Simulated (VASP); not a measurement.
Here is a VASP 6.6.1 calculation.

Contents of INCAR:

```
SYSTEM = TlCl
ALGO = Normal
EDIFF = 1E-6
ENCUT = 500
GGA = PE
GGA_COMPAT = .FALSE.
ISIF = 2
ISMEAR = -1
LASPH = .TRUE.
LCHARG = .FALSE.
LREAL = .FALSE.
LWAVE = .FALSE.
NBANDS = 17
NELM = 120
PREC = Accurate
SIGMA = 0.02
```

Contents of KPOINTS:

```
k-points
0
G
  8 8 8
  0 0 0
```

The input POSCAR:

```
TlCl
1.0
    3.7821828372      0.0000000000      0.0000000000
    0.0000000000      3.7821828372      0.0000000000
    0.0000000000      0.0000000000      3.7821828372
Tl Cl
1 1
Direct
    0.0000000000      0.0000000000      0.0000000000
    0.5000000000      0.5000000000      0.5000000000
```

Potentials or basis: VASP PAW PBE potentials, release 64 (Tl_d, Cl).

Run with:

```console
$ cat potpaw_PBE.64/Tl_d/POTCAR potpaw_PBE.64/Cl/POTCAR > POTCAR
$ mpirun -np 1 vasp_std > vasp.out
```

(1) Estimate the pressure.

(2) What does it give for the band gap on the k mesh?

Answers

(1) 2.5 GPa.

(2) 1.98 eV, direct.

Caveat: spin-orbit coupling is left out, which moves the levels of the heavy elements.
